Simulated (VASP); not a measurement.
A run of VASP 6.6.1:

The input INCAR:

```
ALGO = Fast
EDIFF = 1E-6
ENCUT = 520
GGA = PS
ISIF = 2
ISMEAR = 0
LASPH = True
LCHARG = False
LREAL = False
LWAVE = False
NBANDS = 12
NELM = 80
PREC = Accurate
SIGMA = 0.15
```

Contents of KPOINTS:

```
k-points
0
Gamma
  24 24 24
```

Contents of POSCAR:

```
Cu
1.0
    0.9564091338      2.3910228345      2.3910228345
    2.3910228345      0.9564091338      2.3910228345
    2.3910228345      2.3910228345      0.9564091338
Cu
1
Direct
    0.0000000000      0.0000000000      0.0000000000
```

Potentials or basis: VASP PAW PBE potentials, release 64 (Cu).

Launch:

```console
$ cat potpaw_PBE.64/Cu/POTCAR > POTCAR
$ mpirun -np 1 vasp_std > vasp.out
```

Hardware: 1 thread of Intel(R) Xeon(R) 6975P-C (Granite Rapids), on a shared host.

Problem. Estimate the wall time of this run.

Solution. It took 3.8 min on 1 thread of Intel(R) Xeon(R) 6975P-C (Granite Rapids), on a shared host, peak memory 0.31 GiB. Counts: scf iterations 12, k points 1313.
